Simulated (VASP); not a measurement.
Here is a VASP 6.6.1 calculation.

File INCAR:

```
  PREC = Accurate
  ENCUT = 520
  EDIFF = 1E-7
  ISMEAR = 0
  SIGMA = 0.1
  LREAL = False
  LASPH = True
  NELM = 150
  ALGO = Normal
  ISIF = 2
  LWAVE = False
  LCHARG = False
  LDAU = True
  LDAUTYPE = 2
  LDAUL = 2 -1
  LDAUU = 1.3 0
  LDAUJ = 0 0
  LDAUPRINT = 1
  GGA = PS
  NBANDS = 20
```

File KPOINTS:

```
Automatic mesh
0
Gamma
  6 6 6
```

The input POSCAR:

```
CdF2
1.0
    0.0000000000      2.6940000000      2.6940000000
    2.6940000000      0.0000000000      2.6940000000
    2.6940000000      2.6940000000      0.0000000000
Cd F
1 2
Direct
    0.0000000000      0.0000000000      0.0000000000
    0.2500000000      0.2500000000      0.2500000000
    0.7500000000      0.7500000000      0.7500000000
```

Potentials or basis: VASP PAW PBE potentials, release 64 (Cd, F).

Launch:

```console
$ cat potpaw_PBE.64/Cd/POTCAR potpaw_PBE.64/F/POTCAR > POTCAR
$ mpirun -np 1 vasp_std > vasp.out
```

Q: Estimate the band gap on the k mesh.

A: 3.01 eV, indirect (least direct gap 3.60 eV).

Q: What does it give for the pressure?

A: -0.2 GPa.

Eigenvalues of the final occupation matrices:
| site | spin | trace | eigenvalues |
| --- | --- | --- | --- |
| site 1 d | 1 | 4.88 | 0.97 0.97 0.98 0.98 0.98 |
| site 1 d | 2 | 4.88 | 0.97 0.97 0.98 0.98 0.98 |

Caveat: the PAW data sets were made with another functional, which shifts forces and pressure a little. A k mesh can miss the band edges.
